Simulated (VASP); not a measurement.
# P (Im-3m) in VASP: single point with PBE

Aim: the single point of P with PBE.

All numbers are computed with VASP 6.6.1; they aren't measurements. Logs are shortened: lines on timing, memory, paths and dates and some standing lists are left out, and cuts for length are marked.

## Step 1: The cell of the first run

It takes space group Im-3m (No. 229, cubic). The conventional cell has a = 3.059 Å, b = 3.059 Å, c = 3.059 Å, α = 90.00°, β = 90.00°, γ = 90.00°. Within 3.5 Å of P (site symmetry m-3m) lie 14 P at 2.65 to 3.06 Å.

This isn't the form of P at room conditions, which is orthorhombic.

## Step 2: Single point, PBE

INCAR

```
SYSTEM = P
ALGO = Normal
EDIFF = 1E-6
ENCUT = 520
GGA = PE
ISIF = 2
ISMEAR = -1
LASPH = .True.
LCHARG = .True.
LELF = .True.
LREAL = .False.
LVHAR = .True.
LWAVE = .False.
NBANDS = 8
NELM = 60
PREC = Accurate
SIGMA = 0.13605693000000002
```

KPOINTS

```
k-points
0
Gamma
  15 15 15
  0 0 0
```

POSCAR

```
P
1.0
   -1.5293479785      1.5293479785      1.5293479785
    1.5293479785     -1.5293479785      1.5293479785
    1.5293479785      1.5293479785     -1.5293479785
P
1
Direct
    0.0000000000      0.0000000000      0.0000000000
```

Potentials or basis: VASP PAW PBE potentials, release 64 (P).

Command:

```console
> cat potpaw_PBE.64/P/POTCAR > POTCAR
> mpirun -np 1 vasp_std > vasp.out
```

OUTCAR:

```text
SYSTEM = P
   EDIFF = 1E-6
   ENCUT = 520
   GGA = PE
   ISIF = 2
   ISMEAR = -1
   LASPH = .True.
   LREAL = .False.
   NELM = 60
   PREC = Accurate

 ion  position               nearest neighbor table
   1  0.000  0.000  0.000-

  LATTYP: Found a body centered cubic cell.
 ALAT       =     3.0586959570

  Lattice vectors:

 A1 = (  -1.5293479785,   1.5293479785,   1.5293479785)
 A2 = (   1.5293479785,  -1.5293479785,   1.5293479785)
 A3 = (   1.5293479785,   1.5293479785,  -1.5293479785)

Analysis of symmetry for initial positions (statically):
=====================================================================
 Subroutine PRICEL returns:
 Original cell was already a primitive cell.

 Routine SETGRP: Setting up the symmetry group for a
 body centered cubic supercell.

 Subroutine GETGRP returns: Found 48 space group operations
 (whereof 48 operations were pure point group operations)
 out of a pool of 48 trial point group operations.

The static configuration has the point symmetry O_h .

Analysis of symmetry for dynamics (positions and initial velocities):
=====================================================================
 Subroutine PRICEL returns:
 Original cell was already a primitive cell.

 Routine SETGRP: Setting up the symmetry group for a
 body centered cubic supercell.

 Subroutine GETGRP returns: Found 48 space group operations
 (whereof 48 operations were pure point group operations)
 out of a pool of 48 trial point group operations.

The dynamic configuration has the point symmetry O_h .

 Subroutine INISYM returns: Found 48 space group operations
 (whereof 48 operations are pure point group operations),
 and found     1 'primitive' translations

----------------------------------------------------------------------------------------

                                     Primitive cell

  volume of cell :      14.3080

  direct lattice vectors                    reciprocal lattice vectors
    -1.529347978  1.529347978  1.529347978     0.000000000  0.326936712  0.326936712
     1.529347978 -1.529347978  1.529347978     0.326936712  0.000000000  0.326936712
     1.529347978  1.529347978 -1.529347978     0.326936712  0.326936712  0.000000000

  length of vectors
     2.648908401  2.648908401  2.648908401     0.462358333  0.462358333  0.462358333

  position of ions in fractional coordinates (direct lattice)
     0.000000000  0.000000000  0.000000000

[... 69 lines left out ...]
   ISPIN  =      1    spin polarized calculation?
   LNONCOLLINEAR =      F non collinear calculations
   LSORBIT =      F    spin-orbit coupling
   LASPH  =      T    aspherical Exc in radial PAW
   ENCUT  =  520.0 eV  38.22 Ry    6.18 a.u.   4.93  4.93  4.93*2*pi/ulx,y,z
   NELM   =     60;   NELMIN=  2; NELMDL= -5     # of ELM steps
   EDIFF  = 0.1E-05   stopping-criterion for ELM
   LREAL  =      F    real-space projection
   EDIFFG = 0.1E-04   stopping-criterion for IOM
   NSW    =      0    number of steps for IOM
   IBRION =     -1    ionic relax: 0-MD 1-quasi-New 2-CG
   NFREE  =      0    steps in history (QN), initial steepest desc. (CG)
   ISIF   =      2    stress and relaxation
   ISYM   =      2    0-nonsym 1-usesym 2-fastsym
   POTIM  = 0.5000    time-step for ionic-motion
   TEBEG  =    0.0;   TEEND  =   0.0 temperature during run
   PSTRESS=    0.0 pullay stress
   NELECT =       5.0000    total number of electrons
   NUPDOWN=      -1.0000    fix difference up-down
   EMIN   =  10.00;   EMAX   =-10.00  energy-range for DOS
   EFERMI =   0.00;   METHOD = LEGACY
   ISMEAR =    -1;   SIGMA  =   0.14  broadening in eV -4-tet -1-fermi 0-gaus
   EFERMI_NEDOS =   21; number of points for ismear=-14 and -15
   IALGO  =     38    algorithm
   IMIX   =      4    mixing-type and parameters
     AMIX     =   0.40;   BMIX     =  1.00
     AMIX_MAG =   1.60;   BMIX_MAG =  1.00
  volume/ion in A,a.u.               =      14.31        96.56
  Fermi-wavevector in a.u.,A,eV,Ry     =   1.153113  2.179068 18.091252  1.329670
  Thomas-Fermi vector in A             =   2.289759
   LORBIT       =      0    0 simple, 1 ext, 2 COOP (PROOUT), +10 PAW based schemes
   GGA     = PE    functional components
   LHFCALC =     F    Hartree Fock is set to
   AEXX    =    0.0000 exact exchange contribution
   IVDW    =     0    specifies the selected vdW correction
   LEPSILON=     F    determine dielectric tensor
   LRPA    =     F    only Hartree local field effects (RPA)
 non-spin polarized calculation
  energy-cutoff  :      520.00
  volume of cell :       14.31
 maximum number of plane-waves:       397
   NGX =  9   NGY =  9   NGZ =  9

 number of electron       5.0000002 magnetization

 Free energy of the ion-electron system (eV)
  ---------------------------------------------------
  ext. energy  EPLUGINS =         0.00000000
  ---------------------------------------------------
  free energy    TOTEN  =        -4.69900219 eV

  energy without entropy =       -4.66981814  energy(sigma->0) =       -4.68441017

 E-fermi :   9.8634     XC(G=0): -11.5492

 val. band max:        9.8437248300   @ k =   0.3333   0.1333   0.1333
 cond. band min:       9.8842956835   @ k =  -0.3333   0.4000   0.1333
 fundamental gap:      0.0405708535
 Fermi energy:         9.8633673844

 k-point     1 :       0.0000    0.0000    0.0000
  band No.  band energies     occupation
      1      -6.4704      2.00000
      2      17.0356      0.00000
      3      17.0356      0.00000
      4      17.0356      0.00000
      5      21.8972      0.00000
      6      21.8972      0.00000
      7      21.8972      0.00000
      8      25.8446      0.00000
[... 243 lines left out ...]
 k-point    24 :       0.4000    0.2000    0.0000
  band No.  band energies     occupation
      1       0.7248      2.00000
      2       2.9575      2.00000
      3       7.8684      2.00000
      4      13.2024      0.00000
      5      19.7462      0.00000
      6      22.9811      0.00000
      7      26.4348      0.00000
      8      27.6664      0.00000

 [... further k-points ...]
[... 5 lines left out ...]
  --------------------------------------------------------------------------------------
  -------------------------------------------------------------------------------------
  Total       -0.0742335     -0.0742335     -0.0742335     -0.0000000     -0.0000000      0.0000000
  in kB       -8.3124976     -8.3124976     -8.3124976     -0.0000000     -0.0000000      0.0000000
  external PRESSURE =      -8.3124976 kB  Pullay stress =       0.0000000 kB

 VOLUME and BASIS-vectors are now :
 -----------------------------------------------------------------------------
  energy-cutoff  :      520.00
  volume of cell :       14.31
      direct lattice vectors                 reciprocal lattice vectors
    -1.529347978  1.529347978  1.529347978     0.000000000  0.326936712  0.326936712
     1.529347978 -1.529347978  1.529347978     0.326936712  0.000000000  0.326936712
     1.529347978  1.529347978 -1.529347978     0.326936712  0.326936712  0.000000000

 POSITION                                       TOTAL-FORCE (eV/Angst)
 -----------------------------------------------------------------------------------
      0.00000      0.00000      0.00000        -0.000000      0.000000     -0.000000
 -----------------------------------------------------------------------------------
    total drift:                                0.000000      0.000000     -0.000000

  FREE ENERGIE OF THE ION-ELECTRON SYSTEM (eV)
  ---------------------------------------------------
  free  energy   TOTEN  =        -4.6990021934 eV

  energy  without entropy=       -4.6698181380  energy(sigma->0) =       -4.68441017
```

OSZICAR:

```text
N       E                     dE             d eps       ncg     rms          rms(c)
DAV:   1     0.717009489635E+00    0.71701E+00   -0.20689E+03  1976   0.446E+02
DAV:   2    -0.466009332152E+01   -0.53771E+01   -0.51894E+01  2976   0.476E+01
DAV:   3    -0.470412167108E+01   -0.44028E-01   -0.43931E-01  2112   0.477E+00
DAV:   4    -0.470417718569E+01   -0.55515E-04   -0.55512E-04  3112   0.181E-01
DAV:   5    -0.470417721592E+01   -0.30232E-07   -0.30830E-07  2208   0.231E-03    0.400E+00
DAV:   6    -0.470028200666E+01    0.38952E-02   -0.39348E-03  2024   0.333E-01    0.231E+00
DAV:   7    -0.469898326178E+01    0.12987E-02   -0.67868E-03  2192   0.440E-01    0.939E-02
DAV:   8    -0.469900196119E+01   -0.18699E-04   -0.80115E-05  2696   0.627E-02    0.154E-02
DAV:   9    -0.469900219342E+01   -0.23224E-06   -0.49704E-07  2488   0.613E-03
   1 F= -.46990022E+01 E0= -.46844102E+01  d E =-.291841E-01
```

It took 11 s on 1 thread of Intel Xeon 8259CL, shared host; peak memory 0.12 GiB.

Results:

```yaml
Free_energy: -4.6990 eV
Pressure: -0.8 GPa
Band_gap_on_the_k_mesh: zero (an odd number of electrons rules out a gap without spin polarisation)
```
